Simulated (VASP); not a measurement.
# ZnB2P (P4/nmm) in VASP: a series of runs, part 2 of 2

VASP 6.6.1. Earlier steps stand in the parts before.

## (3) Relaxation of cell and atoms, PBE

This run uses another cell than the first one, of 10.28 Å³/atom.

File INCAR:

```
  ALGO = Normal
  EDIFF = 1E-6
  EDIFFG = -0.04
  ENCUT = 600
  GGA = PE
  IBRION = 2
  ISIF = 3
  ISMEAR = 0
  LASPH = True
  LCHARG = False
  LREAL = False
  LWAVE = False
  NELM = 100
  NSW = 90
  PREC = Accurate
  SIGMA = 0.1
```

File KPOINTS:

```
k-points
0
Gamma
  6 6 2
```

File POSCAR:

```
ZnB2P
1.0
    3.1861873376      0.0000000000      0.0000000000
    0.0000000000      3.1861873376      0.0000000000
    0.0000000000      0.0000000000      8.0974066570
Zn B P
2 4 2
Direct
    0.5000000000      0.0000000000      0.2375700000
    0.0000000000      0.5000000000      0.7624300000
    0.0000000000      0.0000000000      0.0000000000
    0.5000000000      0.5000000000      0.0000000000
    0.0000000000      0.5000000000      0.3391400000
    0.5000000000      0.0000000000      0.6608600000
    0.0000000000      0.0000000000      0.5000000000
    0.5000000000      0.5000000000      0.5000000000
```

Potentials or basis: VASP PAW PBE potentials, release 64 (Zn, B, P).

Run with:

```
cat potpaw_PBE.64/Zn/POTCAR potpaw_PBE.64/B/POTCAR potpaw_PBE.64/P/POTCAR > POTCAR
mpirun -np 1 vasp_std > vasp.out
```

OUTCAR:

```text
EDIFF = 1E-6
   EDIFFG = -0.04
   ENCUT = 600
   GGA = PE
   IBRION = 2
   ISIF = 3
   ISMEAR = 0
   LASPH = True
   LREAL = False
   NELM = 100
   NSW = 90
   PREC = Accurate

 ion  position               nearest neighbor table
   1  0.500  0.000  0.238-   5 2.40   5 2.40   5 2.40   5 2.40   4 2.50   3 2.50   3 2.50   4 2.50
                             7 2.66   8 2.66   7 2.66   8 2.66
   2  0.000  0.500  0.762-   6 2.40   6 2.40   6 2.40   6 2.40   4 2.50   4 2.50   3 2.50   3 2.50
                             7 2.66   8 2.66   8 2.66   7 2.66
   3  0.000  0.000  0.000-   1 2.50   2 2.50   2 2.50   1 2.50
   4  0.500  0.500  0.000-   1 2.50   2 2.50   1 2.50   2 2.50
   5  0.000  0.500  0.339-   7 2.06   8 2.06   7 2.06   8 2.06   1 2.40   1 2.40   1 2.40   1 2.40

   6  0.500  0.000  0.661-   7 2.06   8 2.06   8 2.06   7 2.06   2 2.40   2 2.40   2 2.40   2 2.40

   7  0.000  0.000  0.500-   5 2.06   6 2.06   5 2.06   6 2.06   8 2.25   8 2.25   8 2.25   8 2.25
                             1 2.66   2 2.66   2 2.66   1 2.66
[... 208 lines left out ...]
  external PRESSURE =     145.9026044 kB  Pullay stress =       0.0000000 kB
[... 1364 lines left out ...]
     27       8.7342      0.00000
     28       9.0478      0.00000

[... ionic steps 4 to 15 ...]

--------------------------------------- Ionic step       16  -------------------------------------------

 number of electron      45.9999975 magnetization

------------------------ aborting loop because EDIFF is reached ----------------------------------------
[... 79 lines left out ...]
--------------------------------------- Ionic step       18  -------------------------------------------

 number of electron      45.9999986 magnetization

 Free energy of the ion-electron system (eV)
  ---------------------------------------------------
  ext. energy  EPLUGINS =         0.00000000
  ---------------------------------------------------
  free energy    TOTEN  =       -31.00082643 eV

  energy without entropy =      -30.98391421  energy(sigma->0) =      -30.99237032

 E-fermi :   3.7772     XC(G=0): -10.1661

 val. band max:        3.7195258711   @ k =   0.3333   0.0000   0.0000
 cond. band min:       3.8014574948   @ k =   0.3333   0.1667   0.0000
 fundamental gap:      0.0819316237
 Fermi energy:         3.7771679621
[... 653 lines left out ...]
  FREE ENERGIE OF THE ION-ELECTRON SYSTEM (eV)
  ---------------------------------------------------
  free  energy   TOTEN  =       -31.0008264269 eV

  energy  without entropy=      -30.9839142131  energy(sigma->0) =      -30.99237032

 reached required accuracy - stopping structural energy minimisation
```

OSZICAR:

```text
N       E                     dE             d eps       ncg     rms          rms(c)
DAV:   1     0.325433767159E+03    0.32543E+03   -0.23791E+04  1120   0.223E+03
DAV:   2     0.311208497442E+01   -0.32232E+03   -0.31374E+03  1128   0.439E+02
DAV:   3    -0.288636816794E+02   -0.31976E+02   -0.30286E+02  1360   0.130E+02
DAV:   4    -0.301214298635E+02   -0.12577E+01   -0.12376E+01  1376   0.212E+01
[... 190 lines left out ...]
DAV:   3    -0.310014824049E+02    0.11820E-02   -0.44302E-03  1284   0.622E-01    0.186E-01
DAV:   4    -0.310008517278E+02    0.63068E-03   -0.85601E-04  1232   0.224E-01    0.362E-02
DAV:   5    -0.310008256839E+02    0.26044E-04   -0.10910E-04  1392   0.194E-01    0.171E-02
DAV:   6    -0.310008261621E+02   -0.47823E-06   -0.39849E-05  1540   0.507E-02    0.498E-03
DAV:   7    -0.310008264269E+02   -0.26481E-06   -0.87760E-06  1184   0.378E-02
  18 F= -.31000826E+02 E0= -.30992370E+02  d E =-.200382E-02
```

CONTCAR:

```text
ZnB2P
   1.00000000000000
     3.6074974949766192   -0.0000000000000000    0.0000000000000000
    -0.0000000000000000    3.6074974949766192    0.0000000000000000
    -0.0000000000000000   -0.0000000000000000    8.6707924661626947
  Zn              B               P
     2     4     2
Direct
     0.5000000000000000    0.0000000000000000    0.1355768709775133
     0.0000000000000000    0.5000000000000000    0.8644231290224869
     0.0000000000000000    0.0000000000000000    0.0000000000000000
     0.5000000000000000    0.5000000000000000    0.0000000000000000
     0.0000000000000000    0.5000000000000000    0.4097937335125070
     0.5000000000000000    0.0000000000000000    0.5902062664874930
     0.0000000000000000    0.0000000000000000    0.5000000000000000
     0.5000000000000000    0.5000000000000000    0.5000000000000000

  0.00000000E+00  0.00000000E+00  0.00000000E+00
  0.00000000E+00  0.00000000E+00  0.00000000E+00
  0.00000000E+00  0.00000000E+00  0.00000000E+00
  0.00000000E+00  0.00000000E+00  0.00000000E+00
  0.00000000E+00  0.00000000E+00  0.00000000E+00
  0.00000000E+00  0.00000000E+00  0.00000000E+00
  0.00000000E+00  0.00000000E+00  0.00000000E+00
  0.00000000E+00  0.00000000E+00  0.00000000E+00
```

Run time: 13 min. Hardware: 1 thread of Intel Xeon Platinum 8259CL at 2.50GHz (Skylake/Cascade Lake), shared host; peak memory 0.26 GiB.

What came out:

```yaml
Free_energy: -31.0008 eV
Relaxed_volume: 14.11 Å³/atom
Relaxed_cell: a = 3.607 Å, b = 3.607 Å, c = 8.671 Å, α = 90.00°, β = 90.00°, γ = 90.00°
Space_group_after_relaxing_to_0.1_Å: P4/nmm (No. 129)
Energy_gained_by_relaxing: 360.6 meV/atom
Ionic_steps: 18
Pressure_after_relaxing: 0.0 GPa
Largest_force_after_relaxing: 0.036 eV/Å
Band_gap_on_the_k_mesh: zero (bands 23 and 24 overlap by 1.87 eV)
```

Forces in eV/Å, atoms in the order of the input:
```
Zn   0.000  0.000 -0.017
Zn   0.000  0.000  0.017
B    0.000  0.000  0.000
B    0.000  0.000  0.000
B    0.000  0.000 -0.036
B    0.000  0.000  0.036
P    0.000  0.000  0.000
P    0.000  0.000  0.000
```

The path:
```csv
step,energy change (eV),largest force (eV/Å),pressure (GPa),volume (Å³)
1,0.0000,2.9463,14.59,82.20
2,-1.0557,1.7565,-3.30,93.85
3,-1.0997,1.5725,-6.09,96.81
4,-1.6817,1.2065,-3.23,94.29
5,-2.2004,0.7617,7.69,89.86
6,-2.4495,0.5065,7.38,93.67
7,-2.5716,0.7105,7.66,97.72
8,-2.5540,1.3646,9.67,106.10
9,-2.7673,0.3656,-1.07,120.80
10,-2.7858,0.5956,1.20,117.10
11,-2.7860,0.5691,0.96,117.51
12,-2.8150,0.4869,0.72,116.89
13,-2.8734,0.1616,-0.14,115.05
14,-2.8431,0.3513,-1.72,111.36
15,-2.8823,0.0704,-0.76,113.72
16,-2.8827,0.0479,-0.68,113.92
17,-2.8837,0.0960,0.40,112.10
18,-2.8847,0.0360,-0.02,112.84
```

Final structure:
```yaml
crystal:
  lattice:
    - [3.60750, 0.00000, 0.00000]
    - [0.00000, 3.60750, 0.00000]
    - [0.00000, 0.00000, 8.67079]
  atoms:
    - { symbol: Zn, position: [0.50000, 0.00000, 0.13558] }
    - { symbol: Zn, position: [0.00000, 0.50000, 0.86442] }
    - { symbol: B, position: [0.00000, 0.00000, 0.00000] }
    - { symbol: B, position: [0.50000, 0.50000, 0.00000] }
    - { symbol: B, position: [0.00000, 0.50000, 0.40979] }
    - { symbol: B, position: [0.50000, 0.00000, 0.59021] }
    - { symbol: P, position: [0.00000, 0.00000, 0.50000] }
    - { symbol: P, position: [0.50000, 0.50000, 0.50000] }
```

Caveat: the k points lie up to 0.36 Å⁻¹ apart in the final cell, too coarse for converged energies and pressures of a metal; the volume moved by over 15 % at a fixed basis, so the end points are rough.
